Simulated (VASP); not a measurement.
# Ca (P6_3/mmc) in VASP: a series of runs, part 3 of 3

VASP 6.6.1.

## (6) Single point, RPBE

The input, INCAR:

```
  ALGO = Normal
  EDIFF = 1E-6
  ENCUT = 520
  GGA = RP
  ISIF = 2
  ISMEAR = -1
  LASPH = True
  LCHARG = True
  LELF = True
  LREAL = False
  LVHAR = True
  LWAVE = False
  NBANDS = 17
  NELM = 100
  PREC = Accurate
  SIGMA = 0.1
```

The input, KPOINTS:

```
k-points
0
Gamma
  15 15 8
```

The input, POSCAR:

```
Ca
1.0
    3.9762014686      0.0000000000      0.0000000000
   -1.9881007343      3.4434914824      0.0000000000
    0.0000000000      0.0000000000      6.5272242113
Ca
2
Direct
    0.3333333333      0.6666666667      0.2500000000
    0.6666666667      0.3333333333      0.7500000000
```

Potentials or basis: VASP PAW PBE potentials, release 64 (Ca_sv).

Run with:

```
cat potpaw_PBE.64/Ca_sv/POTCAR > POTCAR
mpirun -np 1 vasp_std > vasp.out
```

OUTCAR:

```text
EDIFF = 1E-6
   ENCUT = 520
   GGA = RP
   ISIF = 2
   ISMEAR = -1
   LASPH = True
   LREAL = False
   NELM = 100
   PREC = Accurate

 ion  position               nearest neighbor table
   1  0.333  0.667  0.250-
   2  0.667  0.333  0.750-

  LATTYP: Found a hexagonal cell.
 ALAT       =     3.9762014686
 C/A-ratio  =     1.6415728083

  Lattice vectors:

 A1 = (   3.9762014686,   0.0000000000,   0.0000000000)
 A2 = (  -1.9881007343,   3.4434914824,   0.0000000000)
 A3 = (   0.0000000000,   0.0000000000,   6.5272242113)

Analysis of symmetry for initial positions (statically):
=====================================================================
 Subroutine PRICEL returns:
 Original cell was already a primitive cell.

 Routine SETGRP: Setting up the symmetry group for a
 hexagonal supercell.

 Subroutine GETGRP returns: Found 24 space group operations
 (whereof 12 operations were pure point group operations)
 out of a pool of 24 trial point group operations.

The static configuration has the point symmetry D_3d.
 The point group associated with its full space group is D_6h.

[... 157 lines left out ...]
  free energy    TOTEN  =        -3.52444003 eV

  energy without entropy =       -3.43782473  energy(sigma->0) =       -3.48113238

 E-fermi :   1.8790     XC(G=0):  -7.4381

 val. band max:        1.8625626372   @ k =   0.2667   0.0667   0.0000
 cond. band min:       1.8869415365   @ k =   0.3333   0.3333   0.3750
 fundamental gap:      0.0243788993
 Fermi energy:         1.8790489864

 k-point     1 :       0.0000    0.0000    0.0000
  band No.  band energies     occupation
      1     -40.4056      2.00000
      2     -40.3958      2.00000
      3     -21.3740      2.00000
      4     -21.2874      2.00000
      5     -21.2874      2.00000
      6     -21.2725      2.00000
[... 457 lines left out ...]
      4     -21.3474      2.00000
      5     -21.3286      2.00000
      6     -21.3188      2.00000
[... 9 lines left out ...]
     16       5.4056      0.00000
     17       5.6507      0.00000

 [... further k-points ...]

------------------------ aborting loop because EDIFF is reached ----------------------------------------

  FORCE on cell =-STRESS in cart. coord.  units (eV):
  Direction    XX          YY          ZZ          XY          YZ          ZX
  --------------------------------------------------------------------------------------
  -------------------------------------------------------------------------------------
  Total        0.0227422      0.0227422     -0.0182248      0.0000000      0.0000000      0.0000000
  in kB        0.4077056      0.4077056     -0.3267219      0.0000000      0.0000000      0.0000000
  external PRESSURE =       0.1628965 kB  Pullay stress =       0.0000000 kB

 VOLUME and BASIS-vectors are now :
 -----------------------------------------------------------------------------
  energy-cutoff  :      520.00
  volume of cell :       89.37
      direct lattice vectors                 reciprocal lattice vectors
     3.976201469  0.000000000  0.000000000     0.251496311  0.145201463  0.000000000
    -1.988100734  3.443491482  0.000000000     0.000000000  0.290402925  0.000000000
     0.000000000  0.000000000  6.527224211     0.000000000  0.000000000  0.153204481

 POSITION                                       TOTAL-FORCE (eV/Angst)
 -----------------------------------------------------------------------------------
     -0.00000      2.29566      1.63181         0.000000     -0.000000      0.000000
      1.98810      1.14783      4.89542        -0.000000      0.000000      0.000000
 -----------------------------------------------------------------------------------
    total drift:                                0.000000     -0.000000      0.000000

  FREE ENERGIE OF THE ION-ELECTRON SYSTEM (eV)
  ---------------------------------------------------
  free  energy   TOTEN  =        -3.5244400318 eV

  energy  without entropy=       -3.4378247319  energy(sigma->0) =       -3.48113238
```

OSZICAR:

```text
N       E                     dE             d eps       ncg     rms          rms(c)
DAV:   1     0.169577415472E+03    0.16958E+03   -0.10062E+04  4598   0.105E+03
DAV:   2     0.564944870148E+01   -0.16393E+03   -0.16208E+03  5190   0.312E+02
DAV:   3    -0.320736234373E+01   -0.88568E+01   -0.87920E+01  8861   0.530E+01
DAV:   4    -0.351570187705E+01   -0.30834E+00   -0.30756E+00  5919   0.104E+01
DAV:   5    -0.353004506364E+01   -0.14343E-01   -0.14335E-01  7761   0.146E+00    0.324E+00
DAV:   6    -0.352285370471E+01    0.71914E-02   -0.30951E-02  6004   0.162E+00    0.199E+00
DAV:   7    -0.352537766004E+01   -0.25240E-02   -0.43083E-02  5733   0.211E+00    0.147E-01
DAV:   8    -0.352438024805E+01    0.99741E-03   -0.43440E-03  5805   0.570E-01    0.270E-02
DAV:   9    -0.352443612320E+01   -0.55875E-04   -0.31858E-04  8654   0.879E-02    0.200E-02
DAV:  10    -0.352444351514E+01   -0.73919E-05   -0.52852E-05  5936   0.655E-02    0.833E-03
DAV:  11    -0.352443989236E+01    0.36228E-05   -0.41331E-06  6444   0.191E-02    0.337E-03
DAV:  12    -0.352444003185E+01   -0.13949E-06   -0.26840E-07  4896   0.366E-03
   1 F= -.35244400E+01 E0= -.34811324E+01  d E =-.866153E-01
```

stdout:

```text
POSCAR found type information on POSCAR Ca
 POSCAR found :  1 types and       2 ions
 scaLAPACK will be used
 -----------------------------------------------------------------------------
|                                                                             |
|                                                                             |
|     You enforced a specific xc type in the INCAR file but a different       |
|     I HOPE YOU KNOW WHAT YOU ARE DOING!                                     |
|                                                                             |
 -----------------------------------------------------------------------------

 LDA part: xc-table for (Slater+PW92), standard interpolation
 POSCAR, INCAR and KPOINTS ok, starting setup
 FFT: planning ... GRIDC
 FFT: planning ... GRID_SOFT
 FFT: planning ... GRID
 WAVECAR not read
 entering main loop
```

It took 81 s on 1 thread of Intel Xeon 6975P-C (Granite Rapids), shared host; peak memory 0.32 GiB.

Results:

```yaml
Free_energy: -3.5244 eV
Pressure: 0.0 GPa
Band_gap_on_the_k_mesh: zero (bands 10 and 11 overlap by 0.51 eV)
```

Levels at points of the mesh, in eV from the Fermi level:
```
           k point  band 8  band 9  band 10  band 11  band 12  band 13
(0.00, 0.00, 0.00)  -23.15   -3.95    -0.99    -0.28     2.25     2.27
(0.00, 0.00, 0.50)  -23.16   -2.98    -2.98     1.39     1.39     2.26
```

Caveat: the PAW data sets were made with another functional, which shifts forces and pressure a little.

## (7) Overview

| cell | k mesh | gap on the mesh (eV) | pressure (GPa) |
| --- | --- | --- | --- |
| a = 3.976, b = 3.976, c = 6.527 Å, angles 90.0, 90.0, 120.0°, 2 atoms | 10 × 10 × 6 | none | 0.0 |
| a = 4.029, b = 4.029, c = 6.613 Å, angles 90.0, 90.0, 120.0°, 2 atoms | 10 × 10 × 6 | none | -0.6 |
| a = 4.080, b = 4.080, c = 6.697 Å, angles 90.0, 90.0, 120.0°, 2 atoms | 10 × 10 × 6 | none | -1.1 |
| a = 4.129, b = 4.129, c = 6.779 Å, angles 90.0, 90.0, 120.0°, 2 atoms | 10 × 10 × 6 | none | -1.5 |
| a = 3.976, b = 3.976, c = 6.527 Å, angles 90.0, 90.0, 120.0°, 2 atoms | 15 × 15 × 8 | none | 0.0 |

Alike in all rows: task single point; level RPBE; potentials or basis VASP PAW PBE potentials, release 64 (Ca_sv); no spin polarisation; cutoff (eV) 520; smearing fermi-dirac 0.1 eV.

Caveats: the PAW data sets were made with another functional, which shifts forces and pressure a little.

Total energies depend on the potentials used, so only differences within one code and one set of settings carry meaning.

The gap in the log of VASP goes by the Fermi energy; the results here count the filled bands.